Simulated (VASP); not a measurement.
Runs of VASP 6.6.1 on O2F (fluorite type). The structure is that of space group Fm-3m (No. 225), or close to it. The cells are those of the table. 

| cell | gap on the mesh (eV) | pressure (GPa) |
| --- | --- | --- |
| a = 3.566 Å, angles 60.0°, 3 atoms | none | -7.4 |
| a = 3.460 Å, angles 60.0°, 3 atoms | none | (b) |
| a = 3.496 Å, angles 60.0°, 3 atoms | none | (a) |
| a = 3.531 Å, angles 60.0°, 3 atoms | none | -5.4 |
| a = 3.423 Å, angles 60.0°, 3 atoms | none | 3.4 |

Alike in all rows: task single point; level r2SCAN; potentials or basis VASP PAW PBE potentials, release 64 (F, O); no spin polarisation; k mesh 12 × 12 × 12; cutoff (eV) 520; smearing fermi-dirac 0.1 eV.

Task: Fill in the values left out.

Result: (a) -3.0; (b) -0.1.

Caveats: the PAW data sets were made with another functional, which shifts forces and pressure a little; an odd number of electrons without spin polarisation forces a metal; a magnetic or distorted state may lie lower; the cell stands under tension (at least some runs); the cell stands under pressure (at least some runs).

A gap of «none» marks levels without a gap at the run's occupations.
